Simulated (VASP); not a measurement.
Here is a VASP 6.6.1 calculation.

Contents of INCAR:

```
PREC = Accurate
ENCUT = 500
EDIFF = 1E-6
ISMEAR = 0
SIGMA = 0.2
LREAL = False
LASPH = True
NELM = 200
ALGO = Normal
ISIF = 2
LWAVE = False
LCHARG = False
GGA = PE
NBANDS = 36
GGA_COMPAT = False
LMAXMIX = 6
```

Contents of KPOINTS:

```
regular mesh
0
Gamma
  4 4 4
```

Contents of POSCAR:

```
Sr4TmSi
1.0
   -4.2190824428      4.2190824428      3.5999269263
    4.2190824428     -4.2190824428      3.5999269263
    4.2190824428      4.2190824428     -3.5999269263
Sr Tm Si
4 1 1
Direct
    0.5000000000      0.5000000000      0.5000000000
    0.0000000000      0.0000000000      0.5000000000
    0.5000000000      0.0000000000      0.0000000000
    0.0000000000      0.5000000000      0.0000000000
    0.5000000000      0.5000000000      0.0000000000
    0.0000000000      0.0000000000      0.0000000000
```

Potentials or basis: VASP PAW PBE potentials, release 64 (Sr_sv, Tm_3, Si), 4f in core.

Launch:

```bash
$ cat potpaw_PBE.64/Sr_sv/POTCAR potpaw_PBE.64/Tm_3/POTCAR potpaw_PBE.64/Si/POTCAR > POTCAR
$ mpirun -np 1 vasp_std > vasp.out
```

Task: Estimate the pressure.

Result: 0.1 GPa.

Task: Predict the band gap on the k mesh.

Result: Zero (an odd number of electrons rules out a gap without spin polarisation).

Caveat: spin-orbit coupling is left out, which moves the levels of the heavy elements; the 4f electrons are frozen in the core, so they carry no moment and show no levels. Spin polarisation is off, so any magnetic state and its effect on volume and gap are missing.
